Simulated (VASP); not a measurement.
# SiO2 (I-42d) in VASP: notebook

Runs on SiO2. Level: PBEsol. Tasks: electric field gradients.

Everything below comes from runs of VASP 6.6.1. Logs are shortened: lines on timing, memory, paths and dates and some standing lists are left out, and cuts for length are marked.

## (1) The cell of the first run

The structure is tetragonal, space group I-42d (No. 122). The conventional cell has a = 4.716 Å, b = 4.716 Å, c = 7.438 Å, α = 90.00°, β = 90.00°, γ = 90.00°. Within 2.1 Å of Si (site symmetry -4) lie 4 O at 1.61 Å. O (site symmetry 2) has 2 Si at 1.61 Å within 2.1 Å.

## (2) Electric field gradients, PBEsol (volume scaled by 0.98)

Input file INCAR:

```
SYSTEM = SiO2
ALGO = Normal ; EDIFF = 1E-8
ENCUT = 520 ; GGA = PS
ISIF = 2 ; ISMEAR = -1
LASPH = .TRUE. ; LCHARG = .FALSE.
LEFG = .TRUE. ; LREAL = .FALSE.
LWAVE = .FALSE. ; NBANDS = 25
NELM = 100 ; PREC = Accurate
SIGMA = 0.03
```

Input file KPOINTS:

```
k-points
0
G
  7 7 7
  0 0 0
```

Input file POSCAR:

```
SiO2
1.0
   -2.3581162984      2.3581162984      3.7188717261
    2.3581162984     -2.3581162984      3.7188717261
    2.3581162984      2.3581162984     -3.7188717261
Si O
2 4
Direct
    0.0000000000      0.0000000000      0.0000000000
    0.7500000000      0.2500000000      0.5000000000
    0.9983800000      0.6250000000      0.8733800000
    0.3750000000      0.2483800000      0.3733800000
    0.7516200000      0.1250000000      0.1266200000
    0.8750000000      0.0016200000      0.6266200000
```

Potentials or basis: VASP PAW PBE potentials, release 64 (Si, O).

Started as:

```console
$ cat potpaw_PBE.64/Si/POTCAR potpaw_PBE.64/O/POTCAR > POTCAR
$ mpirun -np 1 vasp_std > vasp.out
```

OUTCAR:

```text
SYSTEM = SiO2
   EDIFF = 1E-8
   ENCUT = 520
   GGA = PS
   ISIF = 2
   ISMEAR = -1
   LASPH = .TRUE.
   LREAL = .FALSE.
   NELM = 100
   PREC = Accurate

 ion  position               nearest neighbor table
   1  0.000  0.000  0.000-   3 1.61   4 1.61   5 1.61   6 1.61   2 3.00   2 3.00   2 3.00   2 3.00

   2  0.750  0.250  0.500-   3 1.61   4 1.61   5 1.61   6 1.61   1 3.00   1 3.00   1 3.00   1 3.00

   3  0.998  0.625  0.873-   1 1.61   2 1.61
   4  0.375  0.248  0.373-   1 1.61   2 1.61
   5  0.752  0.125  0.127-   1 1.61   2 1.61
   6  0.875  0.002  0.627-   1 1.61   2 1.61

  LATTYP: Found a body centered tetragonal cell.
 ALAT       =     4.7162325968
 C/A-ratio  =     1.5770518734

  Lattice vectors:

 A1 = (  -2.3581162984,   2.3581162984,   3.7188717261)
 A2 = (   2.3581162984,  -2.3581162984,   3.7188717261)
 A3 = (   2.3581162984,   2.3581162984,  -3.7188717261)

Analysis of symmetry for initial positions (statically):
=====================================================================
 Subroutine PRICEL returns:
 Original cell was already a primitive cell.

 Routine SETGRP: Setting up the symmetry group for a
 body centered tetragonal supercell.

 Subroutine GETGRP returns: Found  8 space group operations
 (whereof  4 operations were pure point group operations)
 out of a pool of 16 trial point group operations.

The static configuration has the point symmetry S_4 .
 The point group associated with its full space group is D_2d.

Analysis of symmetry for dynamics (positions and initial velocities):
=====================================================================
 Subroutine PRICEL returns:
 Original cell was already a primitive cell.

 Routine SETGRP: Setting up the symmetry group for a
 body centered tetragonal supercell.

 Subroutine GETGRP returns: Found  8 space group operations
 (whereof  4 operations were pure point group operations)
 out of a pool of 16 trial point group operations.

The dynamic configuration has the point symmetry S_4 .
 The point group associated with its full space group is D_2d.

 Subroutine INISYM returns: Found  8 space group operations
 (whereof  4 operations are pure point group operations),
 and found     1 'primitive' translations

----------------------------------------------------------------------------------------

                                     Primitive cell

  volume of cell :      82.7183

  direct lattice vectors                    reciprocal lattice vectors
    -2.358116298  2.358116298  3.718871726     0.000000000  0.212033648  0.134449381
     2.358116298 -2.358116298  3.718871726     0.212033648  0.000000000  0.134449381
     2.358116298  2.358116298 -3.718871726     0.212033648  0.212033648  0.000000000

  length of vectors
     4.995140826  4.995140826  4.995140826     0.251067528  0.251067528  0.299860860

  position of ions in fractional coordinates (direct lattice)
     0.000000000  0.000000000  0.000000000
     0.750000000  0.250000000  0.500000000
     0.998380000  0.625000000  0.873380000
     0.375000000  0.248380000  0.373380000
     0.751620000  0.125000000  0.126620000
     0.875000000  0.001620000  0.626620000

  ion indices of the primitive-cell ions
   primitive index   ion index
                 1           1
                 2           2
                 3           3
                 4           4
                 5           5
                 6           6

----------------------------------------------------------------------------------------

 KPOINTS: k-points

Automatic generation of k-mesh.
 Grid dimensions read from file:
 generate k-points for:    7    7    7

[... 49 lines left out ...]
   dimension x,y,z NGXF=    80 NGYF=   80 NGZF=   80
   ions per type =               2   4
   NGX,Y,Z   is equivalent  to a cutoff of  13.31, 13.31, 13.31 a.u.
   NGXF,Y,Z  is equivalent  to a cutoff of  26.63, 26.63, 26.63 a.u.
 SYSTEM =  SiO2
   PREC   = accura    normal or accurate (medium, high low for compatibility)
   ISTART =      0    job   : 0-new  1-cont  2-samecut
   ICHARG =      2    charge: 1-file 2-atom 10-const
   ISPIN  =      1    spin polarized calculation?
   LNONCOLLINEAR =      F non collinear calculations
   LSORBIT =      F    spin-orbit coupling
   LASPH  =      T    aspherical Exc in radial PAW
   ENCUT  =  520.0 eV  38.22 Ry    6.18 a.u.   9.29  9.29  9.29*2*pi/ulx,y,z
   NELM   =    100;   NELMIN=  2; NELMDL= -5     # of ELM steps
   EDIFF  = 0.1E-07   stopping-criterion for ELM
   LREAL  =      F    real-space projection
   EDIFFG = 0.1E-06   stopping-criterion for IOM
   NSW    =      0    number of steps for IOM
   IBRION =     -1    ionic relax: 0-MD 1-quasi-New 2-CG
   NFREE  =      0    steps in history (QN), initial steepest desc. (CG)
   ISIF   =      2    stress and relaxation
   ISYM   =      2    0-nonsym 1-usesym 2-fastsym
   POTIM  = 0.5000    time-step for ionic-motion
   TEBEG  =    0.0;   TEEND  =   0.0 temperature during run
   PSTRESS=    0.0 pullay stress
   NELECT =      32.0000    total number of electrons
   NUPDOWN=      -1.0000    fix difference up-down
   EMIN   =  10.00;   EMAX   =-10.00  energy-range for DOS
   EFERMI =   0.00;   METHOD = LEGACY
   ISMEAR =    -1;   SIGMA  =   0.03  broadening in eV -4-tet -1-fermi 0-gaus
   EFERMI_NEDOS =   21; number of points for ismear=-14 and -15
   IALGO  =     38    algorithm
   IMIX   =      4    mixing-type and parameters
     AMIX     =   0.40;   BMIX     =  1.00
     AMIX_MAG =   1.60;   BMIX_MAG =  1.00
  volume/ion in A,a.u.               =      13.79        93.04
  Fermi-wavevector in a.u.,A,eV,Ry     =   1.192864  2.254186 19.360065  1.422925
  Thomas-Fermi vector in A             =   2.328892
   LORBIT       =      0    0 simple, 1 ext, 2 COOP (PROOUT), +10 PAW based schemes
   GGA     = PS    functional components
   LHFCALC =     F    Hartree Fock is set to
   AEXX    =    0.0000 exact exchange contribution
   IVDW    =     0    specifies the selected vdW correction
   LEPSILON=     F    determine dielectric tensor
   LRPA    =     F    only Hartree local field effects (RPA)
 non-spin polarized calculation
  energy-cutoff  :      520.00
  volume of cell :       82.72
 maximum number of plane-waves:      2254
 NGX is ok and might be reduce to    40
   NGX = 19   NGY = 19   NGZ = 19

 number of electron      32.0000004 magnetization

 Free energy of the ion-electron system (eV)
  ---------------------------------------------------
  ext. energy  EPLUGINS =         0.00000000
  ---------------------------------------------------
  free energy    TOTEN  =       -49.25936360 eV

  energy without entropy =      -49.25936360  energy(sigma->0) =      -49.25936360

 E-fermi :   0.6195     XC(G=0):  -8.7974

 val. band max:       -0.0654298676   @ k =   0.0000   0.0000   0.0000
 cond. band min:       6.0390918429   @ k =   0.0000   0.0000   0.0000
 fundamental gap:      6.1045217106
 Fermi energy:         0.6194929970

 k-point     1 :       0.0000    0.0000    0.0000
  band No.  band energies     occupation
      1     -19.2143      2.00000
      2     -17.0096      2.00000
      3     -16.9881      2.00000
      4     -16.9881      2.00000
      5      -8.9305      2.00000
      6      -5.4112      2.00000
[... 661 lines left out ...]
     24      12.9810      0.00000
     25      13.2751      0.00000

 [... further k-points ...]
[... 5 lines left out ...]
  --------------------------------------------------------------------------------------
  -------------------------------------------------------------------------------------
  Total        3.0468077      3.0468077      2.1047935      0.0000000     -0.0000000      0.0000000
  in kB       59.0138575     59.0138575     40.7679101      0.0000000     -0.0000000      0.0000000
  external PRESSURE =      52.9318750 kB  Pullay stress =       0.0000000 kB

 VOLUME and BASIS-vectors are now :
 -----------------------------------------------------------------------------
  energy-cutoff  :      520.00
  volume of cell :       82.72
      direct lattice vectors                 reciprocal lattice vectors
    -2.358116298  2.358116298  3.718871726     0.000000000  0.212033648  0.134449381
     2.358116298 -2.358116298  3.718871726     0.212033648  0.000000000  0.134449381
     2.358116298  2.358116298 -3.718871726     0.212033648  0.212033648  0.000000000

 POSITION                                       TOTAL-FORCE (eV/Angst)
 -----------------------------------------------------------------------------------
      0.00000      0.00000      0.00000         0.000000      0.000000     -0.000000
      0.00000      2.35812      1.85944         0.000000      0.000000      0.000000
      1.17906      2.94001      2.78915         0.000000      0.296400      0.000000
      0.58189      1.17906      0.92972         0.296400      0.000000      0.000000
     -1.17906      1.77623      2.78915         0.000000     -0.296400      0.000000
     -0.58189      3.53717      0.92972        -0.296400      0.000000      0.000000
 -----------------------------------------------------------------------------------
    total drift:                                0.000001      0.000001      0.000002

  FREE ENERGIE OF THE ION-ELECTRON SYSTEM (eV)
  ---------------------------------------------------
  free  energy   TOTEN  =       -49.2593636047 eV

  energy  without entropy=      -49.2593636047  energy(sigma->0) =      -49.25936360

 Electric field gradients (V/A^2)
---------------------------------------------------------------------
 ion       V_xx      V_yy      V_zz      V_xy      V_xz      V_yz
---------------------------------------------------------------------
   1       2.861     2.861    -5.723    -0.000    -0.000    -0.000
   2       2.861     2.861    -5.723    -0.000    -0.000    -0.000
   3      26.345   -26.792     0.446     0.003    65.446     0.002
   4     -26.792    26.345     0.446     0.003     0.002    65.446
   5      26.345   -26.792     0.446     0.003   -65.440     0.002
   6     -26.792    26.345     0.446     0.003     0.002   -65.440
---------------------------------------------------------------------

 Electric field gradients after diagonalization (V/A^2)
 (convention: |V_zz| > |V_xx| > |V_yy|)
----------------------------------------------------------------------
 ion       V_xx      V_yy      V_zz     asymmetry (V_yy - V_xx)/ V_zz
----------------------------------------------------------------------
   1       2.862     2.861    -5.723       0.000
   2       2.862     2.861    -5.723       0.000
   3     -53.319   -26.792    80.110       0.331
   4     -53.319   -26.792    80.110       0.331
   5     -53.313   -26.792    80.105       0.331
   6     -53.313   -26.792    80.105       0.331
----------------------------------------------------------------------

           NMR quadrupolar parameters

 Cq : quadrupolar parameter    Cq=e*Q*V_zz/h
 eta: asymmetry parameters     (V_yy - V_xx)/ V_zz
 Q  : nuclear electric quadrupole moment in mb (millibarn)
----------------------------------------------------------------------
 ion       Cq(MHz)       eta       Q (mb)
----------------------------------------------------------------------
   1      -0.014       0.000       1.000
   2      -0.014       0.000       1.000
   3       0.194       0.331       1.000
   4       0.194       0.331       1.000
   5       0.194       0.331       1.000
   6       0.194       0.331       1.000
----------------------------------------------------------------------
```

Run time: 1.8 min. Hardware: 1 thread of Intel Xeon Platinum 8488C (Sapphire Rapids), shared host; peak memory 0.25 GiB.

What came out:

```yaml
Free_energy: -49.2594 eV
Pressure: 5.3 GPa
Largest_force: 0.296 eV/Å
Band_gap_on_the_k_mesh: 6.10 eV, direct
```

Forces on the atoms (eV/Å):
```
Si   0.000  0.000  0.000
Si   0.000  0.000  0.000
O    0.000  0.296  0.000
O    0.296  0.000  0.000
O    0.000 -0.296  0.000
O   -0.296  0.000  0.000
```

Levels at points of the mesh, in eV from the valence-band top:
```tsv
k point	band 14	band 15	band 16	band 17	band 18	band 19
(0.00, 0.00, 0.00)	-1.02	0.00	0.00	6.10	8.64	11.35
```

Electric field gradients, principal values (V/Å²):
```
atom    least   middle  greatest (by size)
1 Si    2.861    2.862              -5.723
2 Si    2.861    2.862              -5.723
 3 O  -26.792  -53.319              80.110
 4 O  -26.792  -53.319              80.110
 5 O  -26.792  -53.313              80.105
 6 O  -26.792  -53.313              80.105
```

Caveat: without QUAD_EFG the Cq values of the log hold for a quadrupole moment of 1 mb, not for the nuclei; the PAW data sets were made with another functional, which shifts forces and pressure a little. A k mesh can miss the band edges.

## (3) Electric field gradients, PBEsol (equal xx and yy strain of -2 %)

Input file INCAR:

```
PREC = Accurate
ENCUT = 520
EDIFF = 1E-8
ISMEAR = -1
SIGMA = 0.03
LREAL = F
LASPH = T
NELM = 60
ALGO = Normal
ISIF = 2
LWAVE = F
LCHARG = F
GGA = PS
LEFG = T
NBANDS = 25
```

Input file KPOINTS:

```
Automatic mesh
0
Gamma
  7 7 7
```

POSCAR: that of step 2 with these lines changed.

```diff
@@ -2,5 +2,5 @@
 1.0
-   -2.3581162984      2.3581162984      3.7188717261
-    2.3581162984     -2.3581162984      3.7188717261
-    2.3581162984      2.3581162984     -3.7188717261
+   -2.3265690000      2.3265690000      3.7440000000
+    2.3265690000     -2.3265690000      3.7440000000
+    2.3265690000      2.3265690000     -3.7440000000
 Si O
```

Potentials or basis: VASP PAW PBE potentials, release 64 (Si, O).

Started as:

```console
$ cat potpaw_PBE.64/Si/POTCAR potpaw_PBE.64/O/POTCAR > POTCAR
$ mpirun -np 1 vasp_std > vasp.out
```

OUTCAR:

```text
PREC = Accurate
   ENCUT = 520
   EDIFF = 1E-8
   ISMEAR = -1
   LREAL = F
   LASPH = T
   NELM = 60
   ISIF = 2
   GGA = PS

 ion  position               nearest neighbor table
   1  0.000  0.000  0.000-   5 1.60   4 1.60   3 1.60   6 1.60   2 2.99   2 2.99   2 2.99   2 2.99

   2  0.750  0.250  0.500-   6 1.60   4 1.60   5 1.60   3 1.60   1 2.99   1 2.99   1 2.99   1 2.99

   3  0.998  0.625  0.873-   1 1.60   2 1.60
   4  0.375  0.248  0.373-   1 1.60   2 1.60
   5  0.752  0.125  0.127-   1 1.60   2 1.60
   6  0.875  0.002  0.627-   2 1.60   1 1.60

[... 916 lines left out ...]
   2       4.278     4.278    -8.557    -0.000    -0.000    -0.000
   3      22.187   -25.238     3.051     0.003    64.223     0.002
   4     -25.238    22.187     3.051     0.003     0.002    64.223
   5      22.187   -25.238     3.051     0.003   -64.218     0.002
   6     -25.238    22.187     3.051     0.003     0.002   -64.218
---------------------------------------------------------------------

 Electric field gradients after diagonalization (V/A^2)
 (convention: |V_zz| > |V_xx| > |V_yy|)
----------------------------------------------------------------------
 ion       V_xx      V_yy      V_zz     asymmetry (V_yy - V_xx)/ V_zz
----------------------------------------------------------------------
   1       4.279     4.278    -8.557       0.000
   2       4.279     4.278    -8.557       0.000
   3     -52.313   -25.238    77.551       0.349
   4     -52.313   -25.238    77.551       0.349
   5     -52.308   -25.238    77.546       0.349
   6     -52.308   -25.238    77.546       0.349
----------------------------------------------------------------------

           NMR quadrupolar parameters

 Cq : quadrupolar parameter    Cq=e*Q*V_zz/h
 eta: asymmetry parameters     (V_yy - V_xx)/ V_zz
 Q  : nuclear electric quadrupole moment in mb (millibarn)
----------------------------------------------------------------------
 ion       Cq(MHz)       eta       Q (mb)
----------------------------------------------------------------------
   1      -0.021       0.000       1.000
   2      -0.021       0.000       1.000
   3       0.188       0.349       1.000
   4       0.188       0.349       1.000
   5       0.188       0.349       1.000
   6       0.188       0.349       1.000
----------------------------------------------------------------------
```

OSZICAR:

```text
N       E                     dE             d eps       ncg     rms          rms(c)
DAV:   1     0.167287733540E+03    0.16729E+03   -0.16380E+04  2000   0.115E+03
DAV:   2    -0.440256004185E+02   -0.21131E+03   -0.20294E+03  2625   0.276E+02
DAV:   3    -0.550830839236E+02   -0.11057E+02   -0.11013E+02  2664   0.642E+01
DAV:   4    -0.551849829176E+02   -0.10190E+00   -0.10185E+00  2432   0.699E+00
DAV:   5    -0.551862081246E+02   -0.12252E-02   -0.12250E-02  2677   0.753E-01    0.211E+01
DAV:   6    -0.492469074742E+02    0.59393E+01   -0.17848E+01  2513   0.269E+01    0.108E+01
DAV:   7    -0.491896243063E+02    0.57283E-01   -0.66894E-01  2528   0.446E+00    0.375E+00
DAV:   8    -0.491627632382E+02    0.26861E-01   -0.41441E-02  2619   0.166E+00    0.134E+00
DAV:   9    -0.491656925071E+02   -0.29293E-02   -0.16945E-02  2264   0.951E-01    0.260E-01
DAV:  10    -0.491674023099E+02   -0.17098E-02   -0.20891E-03  2474   0.271E-01    0.778E-02
DAV:  11    -0.491674976253E+02   -0.95315E-04   -0.44437E-04  2536   0.148E-01    0.201E-02
DAV:  12    -0.491675041511E+02   -0.65258E-05   -0.31436E-05  2464   0.367E-02    0.107E-02
DAV:  13    -0.491675072720E+02   -0.31209E-05   -0.40139E-06  2464   0.126E-02    0.493E-03
DAV:  14    -0.491675075984E+02   -0.32640E-06   -0.28307E-07  2560   0.333E-03    0.143E-03
DAV:  15    -0.491675076175E+02   -0.19019E-07   -0.32451E-08  2160   0.113E-03    0.509E-04
DAV:  16    -0.491675076176E+02   -0.13370E-09   -0.37324E-09  1992   0.423E-04
   1 F= -.49167508E+02 E0= -.49167508E+02  d E =-.213516E-11
```

Wall time 3 min (1 thread of Intel Xeon 6975P-C, shared host); peak memory 0.26 GiB.

Results:

| Quantity | Value |
| --- | --- |
| Free energy | -49.1675 eV |
| Pressure | 9.1 GPa |
| Largest force | 0.605 eV/Å |
| Band gap on the k mesh | 6.19 eV, direct |

Forces in eV/Å, atoms in the order of the input:
```
Si   0.000  0.000  0.000
Si   0.000  0.000  0.000
O    0.000  0.605  0.000
O    0.605  0.000  0.000
O    0.000 -0.605  0.000
O   -0.605  0.000  0.000
```

Stress tensor (GPa, compression positive):
```
10.00  0.00  0.00
 0.00 10.00  0.00
 0.00  0.00  7.29
```

Electric field gradients, principal values (V/Å²):
```tsv
atom	least	middle	greatest (by size)
1 Si	4.278	4.279	-8.557
2 Si	4.278	4.279	-8.557
3 O	-25.238	-52.313	77.551
4 O	-25.238	-52.313	77.551
5 O	-25.238	-52.308	77.546
6 O	-25.238	-52.308	77.546
```

Caveat: the cell differs from its parent crystal (equal xx and yy strain of -2 %); without QUAD_EFG the Cq values of the log hold for a quadrupole moment of 1 mb, not for the nuclei; the PAW data sets were made with another functional, which shifts forces and pressure a little.
